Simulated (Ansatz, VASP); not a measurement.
## Zn4SO3: VASP beside Ansatz

Contents of INCAR:

```
PREC = Accurate
ENCUT = 520
EDIFF = 1E-6
ISMEAR = 0
SIGMA = 0.2
LREAL = F
LASPH = T
NELM = 100
ALGO = Normal
ISIF = 2
LWAVE = F
LCHARG = F
GGA = PE
NBANDS = 46
```

File KPOINTS:

```
regular mesh
0
Gamma
  6 6 2
```

POSCAR

```
Zn4SO3
1.0
    3.4236971711      0.0000000000      0.0000000000
   -1.7118485855      2.9650087250      0.0000000000
    0.0000000000      0.0000000000     11.1011806000
Zn S O
4 1 3
Direct
    0.6666666667      0.3333333333      0.0320510000
    0.6666666667      0.3333333333      0.4917760000
    0.0000000000      0.0000000000      0.2620520000
    0.0000000000      0.0000000000      0.7232950000
    0.0000000000      0.0000000000      0.9356130000
    0.6666666667      0.3333333333      0.2112260000
    0.6666666667      0.3333333333      0.6720480000
    0.0000000000      0.0000000000      0.4419390000
```

Input for Ansatz:

```yaml
crystal:
  lattice:
    - [3.4236971711, 0.0, 0.0]
    - [-1.7118485855, 2.965008725, 0.0]
    - [0.0, 0.0, 11.1011806]
  atoms:
    - { symbol: Zn, position: [0.6666666667, 0.3333333333, 0.032051] }
    - { symbol: Zn, position: [0.6666666667, 0.3333333333, 0.491776] }
    - { symbol: Zn, position: [0.0, 0.0, 0.262052] }
    - { symbol: Zn, position: [0.0, 0.0, 0.723295] }
    - { symbol: S, position: [0.0, 0.0, 0.935613] }
    - { symbol: O, position: [0.6666666667, 0.3333333333, 0.211226] }
    - { symbol: O, position: [0.6666666667, 0.3333333333, 0.672048] }
    - { symbol: O, position: [0.0, 0.0, 0.441939] }
basis:
  ecutwfc: 420
kpoints:
  mp_grid: { grid: [6, 6, 2] }
hamiltonian:
  xc: pbe
scf:
  occupations: { method: gaussian, width: 0.2 }
  lower_state_search: "off"
output:
  forces: true
  stress: true
  eigenvalues: true
```

Alike in both runs: task single point; functional PBE; k mesh 6 × 6 × 2; occupations gaussian, width 0.2 eV; no spin polarisation.

|  | VASP | Ansatz |
| --- | --- | --- |
| version | VASP 6.6.1 | Ansatz 0.2.0 |
| potentials or method | VASP PAW PBE potentials, release 64 (Zn, S, O), cutoff 520 eV | scalar-relativistic, plane waves, PAW |
| valence electrons in the cell | 72 | 72 |

|  | VASP | Ansatz | Ansatz less VASP |
| --- | --- | --- | --- |
| gap on the k mesh at the Fermi level (eV) | none | none | - |
| pressure (GPa) | 0.6 | 0.0 | -0.58 |
| traceless stress, the component that is largest in VASP (GPa) | 0.08 | -0.04 | -0.116 |
| rms of the force components (eV/Å) | 0.017 | 0.005 | -0.0126 |

Atom by atom the forces differ by 0.015 eV/Å (rms over components). A gap of «none» marks a metal or a gap that the smearing closes.
